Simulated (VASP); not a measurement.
# MgO (P1) in VASP: single point with PBEsol

Aim: the single point of MgO with PBEsol.

Everything below comes from runs of VASP 6.6.1. Logs are shortened: lines on timing, memory, paths and dates and some standing lists are left out, and cuts for length are marked.

## (1) The cell of the first run

The typed cell holds 24 atoms: a = 5.846 Å, b = 8.769 Å, c = 5.092 Å, α = 90.00°, β = 90.00°, γ = 120.00°.

## (2) Single point, PBEsol

Input file INCAR:

```
PREC = Accurate
ENCUT = 520
EDIFF = 1E-6
ISMEAR = -1
SIGMA = 0.039
LREAL = Auto
LASPH = T
NELM = 100
ALGO = Normal
ISIF = 2
LWAVE = F
LCHARG = F
GGA = PS
NBANDS = 66
```

Input file KPOINTS:

```
Automatic mesh
0
Gamma
  4 2 4
```

Input file POSCAR:

```
MgO
1.0
    5.8461105929      0.0000000000      0.0000000000
   -4.3845829447      7.5943204302      0.0000000000
    0.0000000000      0.0000000000      5.0921016473
Mg O
12 12
Direct
    0.0049904953      0.0017150975     -0.0247656093
    0.0142119534      0.0115107074      0.4904951183
   -0.0028955383      0.3354285645     -0.0052548048
    0.0004458128      0.3444576805      0.4949402378
    0.0083133968      0.6613976914     -0.0178527465
    0.0040376409      0.6790254701      0.4860920248
    0.5082450995     -0.0000526709      0.0115139100
    0.5046104266     -0.0068598633      0.5106909053
    0.4913128310      0.3328601977      0.0045739464
    0.5251424524      0.3378441855      0.5008868983
    0.4887483912      0.6592146126      0.0172368908
    0.4974777191      0.6615504371      0.5170523258
    0.1403638711      0.2157027762      0.2499343273
    0.3558409472      0.1197485685      0.7555033789
    0.1573106057      0.5605464030      0.2511664316
    0.3413150029      0.4549087745      0.7555135907
    0.1567186221      0.8902692561      0.2572872835
    0.3080707737      0.7665805062      0.7301965392
    0.6694767955      0.2225252431      0.2698141347
    0.8440191429      0.1159399328      0.7363338872
    0.6475345592      0.5414076266      0.2561700630
    0.8310203746      0.4396365719      0.7457197957
    0.6570991486      0.8811087261      0.2535332343
    0.8234137459      0.7641410516      0.7606896461
```

Potentials or basis: VASP PAW PBE potentials, release 64 (Mg, O).

Command:

```console
$ cat potpaw_PBE.64/Mg/POTCAR potpaw_PBE.64/O/POTCAR > POTCAR
$ mpirun -np 1 vasp_std > vasp.out
```

OUTCAR:

```text
PREC = Accurate
   ENCUT = 520
   EDIFF = 1E-6
   ISMEAR = -1
   LREAL = Auto
   LASPH = T
   NELM = 100
   ISIF = 2
   GGA = PS

 ion  position               nearest neighbor table
   1  0.005  0.002  0.975-  20 2.08  14 2.10  24 2.11  13 2.15  17 2.16  23 2.26   2 2.47   2 2.62
                             9 2.88   7 2.90   3 2.95   7 2.96   5 2.99  11 3.02
   2  0.014  0.012  0.490-  13 1.98  17 2.03  20 2.08  23 2.18  14 2.19  24 2.33   1 2.47   1 2.62
                             6 2.89   8 2.90  10 2.93   8 2.95   4 2.96  12 3.05
   3  0.997  0.335  0.995-  22 2.07  13 2.09  20 2.12  16 2.13  15 2.15  19 2.17   4 2.55   4 2.55
                             5 2.83  11 2.86   9 2.90   7 2.90   9 2.95   1 2.95
   4  0.000  0.344  0.495-  19 2.03  22 2.03  15 2.06  13 2.10  20 2.13  16 2.18   3 2.55   3 2.55
                            10 2.75  12 2.85   6 2.92   2 2.96   8 2.99  10 3.10
   5  0.008  0.661  0.982-  18 1.99  15 2.05  24 2.06  22 2.07  17 2.24  21 2.30   6 2.53   6 2.57
                            11 2.82   3 2.83   7 2.95   9 2.96   1 2.99  11 3.03
   6  0.004  0.679  0.486-  18 1.98  17 1.98  15 2.06  24 2.10  21 2.16  22 2.25   5 2.53   5 2.57
                             8 2.85   2 2.89  12 2.89  10 2.90   4 2.92  12 2.97
   7  0.508  1.000  0.012-  23 2.07  14 2.13  19 2.14  17 2.18  20 2.20  18 2.28   8 2.54   8 2.55
                             3 2.90   1 2.90  11 2.93   5 2.95   1 2.96   9 2.97
   8  0.505  0.993  0.511-  18 2.06  20 2.07  23 2.09  14 2.12  19 2.13  17 2.19   7 2.54   7 2.55
                             6 2.85  12 2.89   2 2.90   2 2.95  10 2.96   4 2.99
   9  0.491  0.333  0.005-  21 2.04  14 2.06  16 2.11  22 2.17  13 2.17  19 2.20  10 2.53  10 2.57
[... 5 lines left out ...]
  12  0.497  0.662  0.517-  16 1.98  24 2.07  18 2.07  21 2.14  23 2.14  15 2.19  11 2.55  11 2.55
                             4 2.85   8 2.89   6 2.89  10 2.92   6 2.97   2 3.05
  13  0.140  0.216  0.250-   2 1.98   3 2.09   4 2.10   1 2.15   9 2.17  10 2.33
  14  0.356  0.120  0.756-   9 2.06   1 2.10  10 2.10   8 2.12   7 2.13   2 2.19
  15  0.157  0.561  0.251-   5 2.05   4 2.06   6 2.06  11 2.06   3 2.15  12 2.19
  16  0.341  0.455  0.756-  12 1.98  11 2.05   9 2.11   3 2.13   4 2.18  10 2.23
  17  0.157  0.890  0.257-   6 1.98   2 2.03   1 2.16   7 2.18   8 2.19   5 2.24
  18  0.308  0.767  0.730-   6 1.98   5 1.99   8 2.06  12 2.07  11 2.27   7 2.28
  19  0.669  0.223  0.270-  10 1.99   4 2.03   8 2.13   7 2.14   3 2.17   9 2.20
  20  0.844  0.116  0.736-   8 2.07   2 2.08   1 2.08   3 2.12   4 2.13   7 2.20
  21  0.648  0.541  0.256-  10 1.99   9 2.04  11 2.09  12 2.14   6 2.16   5 2.30
  22  0.831  0.440  0.746-  10 1.99   4 2.03   3 2.07   5 2.07   9 2.17   6 2.25
  23  0.657  0.881  0.254-   7 2.07  11 2.07   8 2.09  12 2.14   2 2.18   1 2.26
  24  0.823  0.764  0.761-   5 2.06  12 2.07   6 2.10   1 2.11  11 2.14   2 2.33

  LATTYP: Found a simple monoclinic cell.
 ALAT       =     5.8461105929
 B/A-ratio  =     0.8710238314
 C/A-ratio  =     1.3228756555
 COS(beta)  =    -0.1889822365

  Lattice vectors:

 A1 = (   5.8461105929,   0.0000000000,   0.0000000000)
 A2 = (   0.0000000000,   0.0000000000,   5.0921016473)
 A3 = (  -1.4615276482,  -7.5943204302,   0.0000000000)

Analysis of symmetry for initial positions (statically):
=====================================================================
 Subroutine PRICEL returns:
 Original cell was already a primitive cell.

 Routine SETGRP: Setting up the symmetry group for a
 simple monoclinic supercell.

 Subroutine GETGRP returns: Found  1 space group operations
 (whereof  1 operations were pure point group operations)
 out of a pool of  4 trial point group operations.

The static configuration has the point symmetry C_1 .

Analysis of symmetry for dynamics (positions and initial velocities):
=====================================================================
 Subroutine PRICEL returns:
 Original cell was already a primitive cell.

 Routine SETGRP: Setting up the symmetry group for a
 simple monoclinic supercell.

 Subroutine GETGRP returns: Found  1 space group operations
 (whereof  1 operations were pure point group operations)
 out of a pool of  4 trial point group operations.

The dynamic configuration has the point symmetry C_1 .

 Subroutine INISYM returns: Found  1 space group operations
 (whereof  1 operations are pure point group operations),
 and found     1 'primitive' translations

----------------------------------------------------------------------------------------

                                     Primitive cell

  volume of cell :     226.0752

  direct lattice vectors                    reciprocal lattice vectors
     5.846110593  0.000000000  0.000000000     0.171053897  0.098758014  0.000000000
    -4.384582945  7.594320430  0.000000000     0.000000000  0.131677351  0.000000000
     0.000000000  0.000000000  5.092101647     0.000000000  0.000000000  0.196382568

  length of vectors
[... 69 lines left out ...]

  Length of vectors
     0.049379007  0.065838676  0.049095642

  Shift w.r.t. Gamma in fractional coordinates (k-lattice)
     0.000000000  0.000000000  0.000000000

 Subroutine IBZKPT returns following result:
 ===========================================

 Found     20 irreducible k-points:

 Following reciprocal coordinates:
            Coordinates               Weight
  0.000000  0.000000  0.000000      1.000000
  0.250000  0.000000  0.000000      2.000000
  0.500000  0.000000  0.000000      1.000000
  0.000000  0.500000  0.000000      1.000000
  0.250000  0.500000  0.000000      2.000000
  0.500000  0.500000  0.000000      1.000000
[... 12 lines left out ...]
  0.250000  0.500000  0.500000      2.000000
  0.500000  0.500000  0.500000      1.000000
   k-points           NKPTS =     20   k-points in BZ     NKDIM =     20   number of bands    NBANDS=     66
   number of dos      NEDOS =    301   number of ions     NIONS =     24
   total plane-waves  NPLWV = 134400
   dimension x,y,z NGX =    48 NGY =   70 NGZ =   40
   dimension x,y,z NGXF=    96 NGYF=  140 NGZF=   80
   ions per type =              12  12
   NGX,Y,Z   is equivalent  to a cutoff of  13.65, 13.27, 13.06 a.u.
   NGXF,Y,Z  is equivalent  to a cutoff of  27.30, 26.54, 26.12 a.u.
 SYSTEM =  unknown system
   PREC   = accura    normal or accurate (medium, high low for compatibility)
   ISTART =      0    job   : 0-new  1-cont  2-samecut
   ICHARG =      2    charge: 1-file 2-atom 10-const
   ISPIN  =      1    spin polarized calculation?
   LNONCOLLINEAR =      F non collinear calculations
   LSORBIT =      F    spin-orbit coupling
   LASPH  =      T    aspherical Exc in radial PAW
   ENCUT  =  520.0 eV  38.22 Ry    6.18 a.u.  10.87 16.30  9.47*2*pi/ulx,y,z
   NELM   =    100;   NELMIN=  2; NELMDL= -5     # of ELM steps
   EDIFF  = 0.1E-05   stopping-criterion for ELM
   LREAL  =      T    real-space projection
   EDIFFG = 0.1E-04   stopping-criterion for IOM
   NSW    =      0    number of steps for IOM
   IBRION =     -1    ionic relax: 0-MD 1-quasi-New 2-CG
   NFREE  =      0    steps in history (QN), initial steepest desc. (CG)
   ISIF   =      2    stress and relaxation
   ISYM   =      2    0-nonsym 1-usesym 2-fastsym
   POTIM  = 0.5000    time-step for ionic-motion
   TEBEG  =    0.0;   TEEND  =   0.0 temperature during run
   PSTRESS=    0.0 pullay stress
   NELECT =      96.0000    total number of electrons
   NUPDOWN=      -1.0000    fix difference up-down
   EMIN   =  10.00;   EMAX   =-10.00  energy-range for DOS
   EFERMI =   0.00;   METHOD = LEGACY
   ISMEAR =    -1;   SIGMA  =   0.04  broadening in eV -4-tet -1-fermi 0-gaus
   EFERMI_NEDOS =   21; number of points for ismear=-14 and -15
   IALGO  =     38    algorithm
   IMIX   =      4    mixing-type and parameters
     AMIX     =   0.40;   BMIX     =  1.00
     AMIX_MAG =   1.60;   BMIX_MAG =  1.00
  volume/ion in A,a.u.               =       9.42        63.57
  Fermi-wavevector in a.u.,A,eV,Ry     =   1.230498  2.325304 20.600925  1.514125
  Thomas-Fermi vector in A             =   2.365344
   LORBIT       =      0    0 simple, 1 ext, 2 COOP (PROOUT), +10 PAW based schemes
   GGA     = PS    functional components
   LHFCALC =     F    Hartree Fock is set to
   AEXX    =    0.0000 exact exchange contribution
   IVDW    =     0    specifies the selected vdW correction
   LEPSILON=     F    determine dielectric tensor
   LRPA    =     F    only Hartree local field effects (RPA)
 non-spin polarized calculation
  energy-cutoff  :      520.00
  volume of cell :      226.08
 maximum number of plane-waves:      6114
 NGX is ok and might be reduce to    48
   NGX = 21   NGY = 33   NGZ = 19

 number of electron      95.9999987 magnetization

 Free energy of the ion-electron system (eV)
  ---------------------------------------------------
  ext. energy  EPLUGINS =         0.00000000
  ---------------------------------------------------
  free energy    TOTEN  =      -145.43202420 eV

  energy without entropy =     -145.43202420  energy(sigma->0) =     -145.43202420

 E-fermi :   4.1721     XC(G=0): -11.2514

 val. band max:        3.2729159632   @ k =   0.0000   0.0000   0.0000
 cond. band min:       7.4518705315   @ k =   0.0000   0.0000   0.0000
 fundamental gap:      4.1789545684
 Fermi energy:         4.1720980970

 k-point     1 :       0.0000    0.0000    0.0000
  band No.  band energies     occupation
      1     -14.1730      2.00000
      2     -13.3500      2.00000
      3     -13.2114      2.00000
      4     -13.0402      2.00000
      5     -12.8999      2.00000
      6     -12.8967      2.00000
[... 1249 lines left out ...]
     59      12.6799      0.00000
     60      12.8373      0.00000
 [bands above 60 left out]

------------------------ aborting loop because EDIFF is reached ----------------------------------------

  FORCE on cell =-STRESS in cart. coord.  units (eV):
  Direction    XX          YY          ZZ          XY          YZ          ZX
  --------------------------------------------------------------------------------------
  -------------------------------------------------------------------------------------
  Total        3.2750523      3.7513741      5.5571284      0.4956960     -0.6012993      0.1319341
  in kB       23.2100359     26.5856909     39.3829281      3.5129581     -4.2613604      0.9350066
  external PRESSURE =      29.7262183 kB  Pullay stress =       0.0000000 kB

 VOLUME and BASIS-vectors are now :
 -----------------------------------------------------------------------------
  energy-cutoff  :      520.00
  volume of cell :      226.08
      direct lattice vectors                 reciprocal lattice vectors
     5.846110593  0.000000000  0.000000000     0.171053897  0.098758014  0.000000000
    -4.384582945  7.594320430  0.000000000     0.000000000  0.131677351  0.000000000
     0.000000000  0.000000000  5.092101647     0.000000000  0.000000000  0.196382568

 POSITION                                       TOTAL-FORCE (eV/Angst)
 -----------------------------------------------------------------------------------
      0.02166      0.01302      4.96599        -0.037854     -0.430627      1.282444
      0.03261      0.08742      2.49765        -0.297576     -0.328745     -0.483768
      4.35847      2.54735      5.06534         0.052192     -0.360787      0.181909
     -1.50770      2.61592      2.52029         0.659578     -0.515276      0.119871
     -2.85135      5.02287      5.00119        -1.048374     -0.016086      0.516376
     -2.95364      5.15674      2.47523        -0.500961     -0.769225      0.023247
[... 16 lines left out ...]
     -0.02182      6.69142      1.29102        -0.023279      0.160511     -0.197473
      1.46333      5.80313      3.87351        -0.188505      1.137057     -0.311224
 -----------------------------------------------------------------------------------
    total drift:                                0.008256     -0.007278     -0.007063

  FREE ENERGIE OF THE ION-ELECTRON SYSTEM (eV)
  ---------------------------------------------------
  free  energy   TOTEN  =      -145.4320241966 eV

  energy  without entropy=     -145.4320241966  energy(sigma->0) =     -145.43202420
```

Run time: 9.1 min. Hardware: 1 thread of Intel Xeon Platinum 8375C at 2.90GHz (Ice Lake), shared host; peak memory 0.45 GiB.

Results:

| Quantity | Value |
| --- | --- |
| Free energy | -145.4320 eV |
| Pressure | 3.0 GPa |
| Largest force | 1.918 eV/Å |
| Band gap on the k mesh | 4.18 eV |

Forces on the atoms (eV/Å):
```
Mg  -0.038 -0.431  1.282
Mg  -0.298 -0.329 -0.484
Mg   0.052 -0.361  0.182
Mg   0.660 -0.515  0.120
Mg  -1.048 -0.016  0.516
Mg  -0.501 -0.769  0.023
Mg  -0.360  0.222  0.035
Mg  -0.231  0.474 -0.363
Mg   0.105 -0.039 -0.063
Mg  -0.980 -0.312  0.414
Mg   0.608  0.345 -0.173
Mg   0.065  0.328 -0.521
O    0.934  0.715 -0.613
O   -0.680 -0.771  0.015
O    0.411 -0.352 -0.355
O   -0.262 -1.151  0.158
O    0.585  0.296 -0.780
O    1.168  1.094  1.057
O   -0.261 -0.374 -1.212
O   -0.004 -0.619  0.821
O    0.154  0.864 -0.132
O    0.132  0.405  0.580
O   -0.023  0.161 -0.197
O   -0.189  1.137 -0.311
```

Stress tensor (GPa, compression positive):
```
 2.32  0.35  0.09
 0.35  2.66 -0.43
 0.09 -0.43  3.94
```

Caveat: the PAW data sets were made with another functional, which shifts forces and pressure a little.
